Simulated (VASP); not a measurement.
# KF (Carobbiite) (Fm-3m) in VASP: further runs

Runs on KF (Carobbiite). Level: PBEsol. Tasks: relaxation of cell and atoms.

Program: VASP 6.6.1. These are calculated values, not measurements. Logs are shortened: lines on timing, memory, paths and dates and some standing lists are left out, and cuts for length are marked.

## (1) The cell of the first run

It takes space group Fm-3m (No. 225, cubic). The conventional cell has a = 5.344 Å, b = 5.344 Å, c = 5.344 Å, α = 90.00°, β = 90.00°, γ = 90.00°. K (site symmetry m-3m) has 6 F at 2.67 Å within 3.5 Å. Within 3.5 Å of F (site symmetry m-3m) lie 6 K at 2.67 Å.

## (2) Relaxation of cell and atoms, PBEsol, target pressure 10 GPa, at which the enthalpy is minimised

INCAR reads:

```
PREC = Accurate
ENCUT = 600
EDIFF = 1E-6
ISMEAR = -1
SIGMA = 0.05
LREAL = False
LASPH = True
NELM = 80
ALGO = Normal
ISIF = 3
LWAVE = False
LCHARG = False
GGA = PS
IBRION = 2
NSW = 80
EDIFFG = -0.005
PSTRESS = 100.0
```

KPOINTS reads:

```
Automatic mesh
0
Gamma
  9 9 9
```

POSCAR reads:

```
KF
1.0
    0.0000000000      2.6718500000      2.6718500000
    2.6718500000      0.0000000000      2.6718500000
    2.6718500000      2.6718500000      0.0000000000
K F
1 1
Direct
    0.0000000000      0.0000000000      0.0000000000
    0.5000000000      0.5000000000      0.5000000000
```

Potentials or basis: VASP PAW PBE potentials, release 64 (K_sv, F).

Launch:

```bash
cat potpaw_PBE.64/K_sv/POTCAR potpaw_PBE.64/F/POTCAR > POTCAR
mpirun -np 1 vasp_std > vasp.out
```

OUTCAR:

```text
PREC = Accurate
   ENCUT = 600
   EDIFF = 1E-6
   ISMEAR = -1
   LREAL = False
   LASPH = True
   NELM = 80
   ISIF = 3
   GGA = PS
   IBRION = 2
   NSW = 80
   EDIFFG = -0.005
   PSTRESS = 100.0

 ion  position               nearest neighbor table
   1  0.000  0.000  0.000-   2 2.67   2 2.67   2 2.67   2 2.67   2 2.67   2 2.67
   2  0.500  0.500  0.500-   1 2.67   1 2.67   1 2.67   1 2.67   1 2.67   1 2.67

  LATTYP: Found a face centered cubic cell.
 ALAT       =     5.3437000000

  Lattice vectors:

 A1 = (   0.0000000000,   2.6718500000,   2.6718500000)
 A2 = (   2.6718500000,   0.0000000000,   2.6718500000)
 A3 = (   2.6718500000,   2.6718500000,   0.0000000000)

Analysis of symmetry for initial positions (statically):
=====================================================================
 Subroutine PRICEL returns:
 Original cell was already a primitive cell.

 Routine SETGRP: Setting up the symmetry group for a
 face centered cubic supercell.

 Subroutine GETGRP returns: Found 48 space group operations
[... 9 lines left out ...]

 Routine SETGRP: Setting up the symmetry group for a
 face centered cubic supercell.

 Subroutine GETGRP returns: Found 48 space group operations
[... 11 lines left out ...]
                                     Primitive cell

  volume of cell :      38.1475

  direct lattice vectors                    reciprocal lattice vectors
     0.000000000  2.671850000  2.671850000    -0.187136254  0.187136254  0.187136254
     2.671850000  0.000000000  2.671850000     0.187136254 -0.187136254  0.187136254
     2.671850000  2.671850000  0.000000000     0.187136254  0.187136254 -0.187136254

  length of vectors
     3.778566507  3.778566507  3.778566507     0.324129500  0.324129500  0.324129500

  position of ions in fractional coordinates (direct lattice)
     0.000000000  0.000000000  0.000000000
     0.500000000  0.500000000  0.500000000

  ion indices of the primitive-cell ions
   primitive index   ion index
                 1           1
                 2           2

----------------------------------------------------------------------------------------

 KPOINTS: Automatic mesh

Automatic generation of k-mesh.
 Grid dimensions read from file:
 generate k-points for:    9    9    9

 Generating k-lattice:

  Cartesian coordinates                     Fractional coordinates (reciprocal lattice)
    -0.020792917  0.020792917  0.020792917     0.111111111  0.000000000  0.000000000
     0.020792917 -0.020792917  0.020792917     0.000000000  0.111111111  0.000000000
     0.020792917  0.020792917 -0.020792917     0.000000000  0.000000000  0.111111111

  Length of vectors
[... 43 lines left out ...]
   NGX,Y,Z   is equivalent  to a cutoff of  13.20, 13.20, 13.20 a.u.
   NGXF,Y,Z  is equivalent  to a cutoff of  26.40, 26.40, 26.40 a.u.
 SYSTEM =  unknown system
   PREC   = accura    normal or accurate (medium, high low for compatibility)
   ISTART =      0    job   : 0-new  1-cont  2-samecut
   ICHARG =      2    charge: 1-file 2-atom 10-const
   ISPIN  =      1    spin polarized calculation?
   LNONCOLLINEAR =      F non collinear calculations
   LSORBIT =      F    spin-orbit coupling
   LASPH  =      T    aspherical Exc in radial PAW
   ENCUT  =  600.0 eV  44.10 Ry    6.64 a.u.   7.55  7.55  7.55*2*pi/ulx,y,z
   NELM   =     80;   NELMIN=  2; NELMDL= -5     # of ELM steps
   EDIFF  = 0.1E-05   stopping-criterion for ELM
   LREAL  =      F    real-space projection
   EDIFFG = -.5E-02   stopping-criterion for IOM
   NSW    =     80    number of steps for IOM
   IBRION =      2    ionic relax: 0-MD 1-quasi-New 2-CG
   NFREE  =      1    steps in history (QN), initial steepest desc. (CG)
   ISIF   =      3    stress and relaxation
   ISYM   =      2    0-nonsym 1-usesym 2-fastsym
   POTIM  = 0.5000    time-step for ionic-motion
   TEBEG  =    0.0;   TEEND  =   0.0 temperature during run
   PSTRESS=  100.0 pullay stress
   NELECT =      16.0000    total number of electrons
   NUPDOWN=      -1.0000    fix difference up-down
   EMIN   =  10.00;   EMAX   =-10.00  energy-range for DOS
   EFERMI =   0.00;   METHOD = LEGACY
   ISMEAR =    -1;   SIGMA  =   0.05  broadening in eV -4-tet -1-fermi 0-gaus
   EFERMI_NEDOS =   21; number of points for ismear=-14 and -15
   IALGO  =     38    algorithm
   IMIX   =      4    mixing-type and parameters
     AMIX     =   0.40;   BMIX     =  1.00
     AMIX_MAG =   1.60;   BMIX_MAG =  1.00
  volume/ion in A,a.u.               =      19.07       128.72
  Fermi-wavevector in a.u.,A,eV,Ry     =   1.225442  2.315750 20.431978  1.501708
  Thomas-Fermi vector in A             =   2.360480
   LORBIT       =      0    0 simple, 1 ext, 2 COOP (PROOUT), +10 PAW based schemes
   GGA     = PS    functional components
   LHFCALC =     F    Hartree Fock is set to
   AEXX    =    0.0000 exact exchange contribution
   IVDW    =     0    specifies the selected vdW correction
   LEPSILON=     F    determine dielectric tensor
   LRPA    =     F    only Hartree local field effects (RPA)
 conjugate gradient relaxation of ions
 non-spin polarized calculation
  energy-cutoff  :      600.00
  volume of cell :       38.15
 maximum number of plane-waves:      1299
 NGX is ok and might be reduce to    30
   NGX = 15   NGY = 15   NGZ = 15

--------------------------------------- Ionic step        1  -------------------------------------------

 number of electron      15.9999997 magnetization

 Free energy of the ion-electron system (eV)
  ---------------------------------------------------
  ext. energy  EPLUGINS =         0.00000000
  ---------------------------------------------------
  free energy    TOTEN  =        -8.52116826 eV

  energy without entropy =       -8.52116826  energy(sigma->0) =       -8.52116826

 E-fermi :  -1.6887     XC(G=0):  -8.6085

 val. band max:       -2.9095391039   @ k =   0.0000   0.0000   0.0000
 cond. band min:       3.1219537563   @ k =   0.0000   0.0000   0.0000
 fundamental gap:      6.0314928601
 Fermi energy:        -1.6886619236

 k-point     1 :       0.0000    0.0000    0.0000
  band No.  band energies     occupation
      1     -28.8725      2.00000
      2     -21.4391      2.00000
      3     -12.1844      2.00000
      4     -12.1844      2.00000
      5     -12.1844      2.00000
      6      -2.9095      2.00000
      7      -2.9095      2.00000
      8      -2.9095      2.00000
      9       3.1220      0.00000
     10       7.7273      0.00000
     11       7.7273      0.00000
     12       7.7273      0.00000
[... 496 lines left out ...]
--------------------------------------- Ionic step        5  -------------------------------------------

 number of electron      15.9999999 magnetization

 Free energy of the ion-electron system (eV)
  ---------------------------------------------------
  ext. energy  EPLUGINS =         0.00000000
  ---------------------------------------------------
  free energy    TOTEN  =        -8.36010131 eV

  energy without entropy =       -8.36010131  energy(sigma->0) =       -8.36010131

 E-fermi :  -1.0620     XC(G=0):  -9.6421

 val. band max:       -2.2465312451   @ k =   0.4444   0.4444   0.0000
 cond. band min:       4.9258844514   @ k =   0.0000   0.0000   0.0000
 fundamental gap:      7.1724156965
 Fermi energy:        -1.0620054018

 k-point     1 :       0.0000    0.0000    0.0000
  band No.  band energies     occupation
      1     -27.7636      2.00000
      2     -20.8890      2.00000
      3     -10.8426      2.00000
      4     -10.8426      2.00000
      5     -10.8426      2.00000
      6      -2.2647      2.00000
      7      -2.2647      2.00000
      8      -2.2647      2.00000
      9       4.9259      0.00000
     10       8.8628      0.00000
     11       8.8628      0.00000
     12       8.8628      0.00000
[... 378 lines left out ...]
  energy  without entropy=       -8.3601013108  energy(sigma->0) =       -8.36010131

  enthalpy is  TOTEN    =        -6.4208771349 eV   P V=        1.9392241759

 reached required accuracy - stopping structural energy minimisation
```

OSZICAR:

```text
N       E                     dE             d eps       ncg     rms          rms(c)
DAV:   1     0.126619682437E+03    0.12662E+03   -0.91049E+03   840   0.144E+03
[... 43 lines left out ...]
       N       E                     dE             d eps       ncg     rms          rms(c)
DAV:   1    -0.836220574044E+01   -0.96832E-02   -0.43431E-02   968   0.245E+00    0.346E-01
DAV:   2    -0.836034569453E+01    0.18600E-02   -0.71282E-03   936   0.878E-01    0.922E-02
DAV:   3    -0.836012813918E+01    0.21756E-03   -0.38902E-04  1412   0.239E-01    0.704E-02
DAV:   4    -0.836009862945E+01    0.29510E-04   -0.11511E-04  1476   0.919E-02    0.560E-02
DAV:   5    -0.836010161602E+01   -0.29866E-05   -0.10809E-05  1296   0.223E-02    0.833E-03
DAV:   6    -0.836010131081E+01    0.30522E-06   -0.32516E-06  1192   0.143E-02
   5 F= -.64208771E+01 E0= -.64208771E+01  d E =-.849860E-04
```

CONTCAR:

```text
KF
   1.00000000000000
    -0.0000000000000000    2.4951856714988505    2.4951856714988505
     2.4951856714988505    0.0000000000000000    2.4951856714988505
     2.4951856714988505    2.4951856714988505    0.0000000000000000
  K               F
     1     1
Direct
     0.0000000000000000    0.0000000000000000    0.0000000000000000
     0.5000000000000000    0.5000000000000000    0.5000000000000000

  0.00000000E+00  0.00000000E+00  0.00000000E+00
  0.00000000E+00  0.00000000E+00  0.00000000E+00
```

Wall time 37 s (1 thread of Intel Xeon 6975P-C (Granite Rapids), shared host); peak memory 0.19 GiB.

What came out:

| Property | Result |
| --- | --- |
| Free energy | -8.3601 eV |
| Relaxed volume | 15.53 Å³/atom |
| Relaxed cell | a = 3.529 Å, b = 3.529 Å, c = 3.529 Å, α = 60.00°, β = 60.00°, γ = 60.00° |
| Space group after relaxing (to 0.05 Å) | Fm-3m (No. 225) |
| Energy change on relaxing (the enthalpy is what falls) | +80.5 meV/atom |
| Ionic steps | 5 |
| Pressure after relaxing | 10.0 GPa |
| Band gap on the k mesh | 7.17 eV, indirect (least direct gap 7.19 eV) |

The path:
| step | energy change (eV) | largest force (eV/Å) | pressure (GPa) | volume (Å³) |
| --- | --- | --- | --- | --- |
| 1 | 0.0000 | 0.0000 | -0.62 | 38.15 |
| 2 | 0.1310 | 0.0000 | 8.70 | 31.59 |
| 3 | 0.1604 | 0.0000 | 9.93 | 31.08 |
| 4 | 0.1686 | 0.0000 | 10.27 | 30.95 |
| 5 | 0.1611 | 0.0000 | 9.97 | 31.07 |

Final structure:
```cif
data_structure
_symmetry_space_group_name_H-M 'P 1'
_symmetry_Int_Tables_number 1
_cell_length_a 3.5287
_cell_length_b 3.5287
_cell_length_c 3.5287
_cell_angle_alpha 60.000
_cell_angle_beta 60.000
_cell_angle_gamma 60.000
_cell_volume 31.07
loop_
_atom_site_label
_atom_site_type_symbol
_atom_site_fract_x
_atom_site_fract_y
_atom_site_fract_z
_atom_site_occupancy
K1 K 0.00000 0.00000 0.00000 1
F1 F 0.50000 0.50000 0.50000 1
```

Caveat: the cell is relaxed towards a set pressure, so the enthalpy falls and the energy may rise; the volume moved by over 15 % at a fixed basis, so the end points are rough; the PAW data sets were made with another functional, which shifts forces and pressure a little.

## (3) Relaxation of cell and atoms, PBEsol, target pressure 20 GPa, at which the enthalpy is minimised

INCAR reads:

```
  ALGO = Normal
  EDIFF = 1E-7
  EDIFFG = -0.005
  ENCUT = 600
  GGA = PS
  IBRION = 2
  ISIF = 3
  ISMEAR = -1
  LASPH = True
  LCHARG = False
  LREAL = False
  LWAVE = False
  NELM = 100
  NSW = 80
  PREC = Accurate
  PSTRESS = 200.0
  SIGMA = 0.05
```

KPOINTS reads:

```
k-points
0
Gamma
  9 9 9
```

POSCAR is that of step 2.

Potentials or basis: VASP PAW PBE potentials, release 64 (K_sv, F).

Launch:

```bash
cat potpaw_PBE.64/K_sv/POTCAR potpaw_PBE.64/F/POTCAR > POTCAR
mpirun -np 1 vasp_std > vasp.out
```

It took 33 s on 1 thread of Intel Xeon 6975P-C (Granite Rapids), shared host; peak memory 0.18 GiB.

Results (log left out):

| Quantity | Value |
| --- | --- |
| Free energy | -8.0876 eV |
| Relaxed volume | 14.03 Å³/atom |
| Relaxed cell | a = 3.411 Å, b = 3.411 Å, c = 3.411 Å, α = 60.00°, β = 60.00°, γ = 60.00° |
| Space group after relaxing (to 0.05 Å) | Fm-3m (No. 225) |
| Energy change on relaxing (the enthalpy is what falls) | +216.8 meV/atom |
| Ionic steps | 3 |
| Pressure after relaxing | 20.0 GPa |
| Band gap on the k mesh | 7.75 eV, indirect (least direct gap 7.88 eV) |

Step by step:
```csv
step,energy change (eV),largest force (eV/Å),pressure (GPa),volume (Å³)
1,0.0000,0.0000,-0.64,38.15
2,0.7336,0.0000,30.05,26.13
3,0.4336,0.0000,20.02,28.07
```

Final structure:
```
CELL_PARAMETERS angstrom
0.00000 2.41215 2.41215
2.41215 0.00000 2.41215
2.41215 2.41215 0.00000
ATOMIC_POSITIONS crystal
K 0.00000 0.00000 0.00000
F 0.50000 0.50000 0.50000
```

Levels at points of the mesh, in eV from the valence-band top:
```tsv
k point	band 6	band 7	band 8	band 9	band 10	band 11
(0.00, 0.00, 0.00)	-0.13	-0.13	-0.13	7.75	11.19	11.19
```

Caveat: the cell is relaxed towards a set pressure, so the enthalpy falls and the energy may rise; the volume moved by over 15 % at a fixed basis, so the end points are rough; the PAW data sets were made with another functional, which shifts forces and pressure a little. A k mesh can miss the band edges.
